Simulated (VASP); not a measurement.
Crystal: BeS.

```
Be S
1.0
     0.00000    2.43515    2.43515
     2.43515    0.00000    2.43515
     2.43515    2.43515    0.00000
Be S
1 1
Direct
  0.00000 0.00000 0.00000
  0.25000 0.25000 0.25000
```

| Item | Value |
| --- | --- |
| Program | VASP 6.6.1 |
| Task | relaxation of cell and atoms |
| Functional | PBE |
| Dispersion | D3(BJ) |
| Potentials or basis | VASP PAW PBE potentials, release 64 (Be, S) |
| Cutoff | 600 eV |
| k mesh | 8 × 8 × 8 |
| Occupations | gaussian, width 0.02 eV |
| Spin | no spin polarisation |

At the start: pressure -3.1 GPa; volume 14.44 Å³/atom.

Problem. How do energy, volume and symmetry change on relaxing?

Solution. Over 3 steps the energy falls by 4.7 meV/atom and the volume is 13.97 Å³/atom (-3.3 %); space group F-43m (No. 216, to 0.1 Å) before and after.

Step by step:
| step | energy change (eV) | largest force (eV/Å) | pressure (GPa) | volume (Å³) |
| --- | --- | --- | --- | --- |
| 1 | 0.0000 | 0.0000 | -3.12 | 28.88 |
| 2 | -0.0090 | 0.0000 | 0.78 | 27.72 |
| 3 | -0.0095 | 0.0000 | 0.01 | 27.93 |

Final structure:
```
Be S
1.0
     0.00000    2.40825    2.40825
     2.40825    0.00000    2.40825
     2.40825    2.40825    0.00000
Be S
1 1
Direct
  0.00000 0.00000 0.00000
  0.25000 0.25000 0.25000
```
